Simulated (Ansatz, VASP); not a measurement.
# Two plane-wave programs on Ir

INCAR

```
PREC = Accurate
ENCUT = 560
EDIFF = 1E-6
ISMEAR = 0
SIGMA = 0.2
LREAL = False
LASPH = True
NELM = 120
ALGO = Normal
ISIF = 2
LWAVE = False
LCHARG = False
GGA = CA
NBANDS = 14
GGA_COMPAT = False
```

The input KPOINTS:

```
Automatic mesh
0
Gamma
  14 14 14
```

The input POSCAR:

```
Ir
1.0
    0.0000000000      1.9060927672      1.9060927672
    1.9060927672      0.0000000000      1.9060927672
    1.9060927672      1.9060927672      0.0000000000
Ir
1
Direct
    0.0000000000      0.0000000000      0.0000000000
```

Input for Ansatz:

```yaml
crystal:
  lattice:
    - [0.0, 1.9060927672, 1.9060927672]
    - [1.9060927672, 0.0, 1.9060927672]
    - [1.9060927672, 1.9060927672, 0.0]
  atoms:
    - { symbol: Ir, position: [0.0, 0.0, 0.0] }
hamiltonian:
  xc: lda
  pseudopotentials:
    kind: paw
    azcp:
      Ir: "pseudopotentials/Ir.paw.azcp"
basis:
  ecutwfc: 420
  fft_grid_basis: typed
kpoints:
  mp_grid: { grid: [14, 14, 14], shift: [0, 0, 0] }
magnetization:
  spin_polarized: false
scf:
  occupations: { method: gaussian, width: 0.2 }
  lower_state_search: "off"
output:
  stress: true
```

Alike in both runs: task single point; functional LDA; k mesh 14 × 14 × 14; occupations gaussian, width 0.2 eV; no spin polarisation.

```csv
,VASP,Ansatz
version,VASP 6.6.1,Ansatz 0.2.0
potentials or method,"VASP PAW LDA potentials, release 64 (Ir_sv_GW), cutoff 560 eV","plane waves (420 eV) with PAW, scalar-relativistic"
valence electrons in the cell,17,17
```

```csv
,VASP,Ansatz,Ansatz less VASP
pressure (GPa),-0.4,0.0,+0.36
```

Ansatz warns that its potentials were made for another functional, while VASP's fit it. LDA's correlation is that of Perdew and Zunger in VASP and of Perdew and Wang (1992) in Ansatz.

Neither program's run includes spin-orbit coupling.
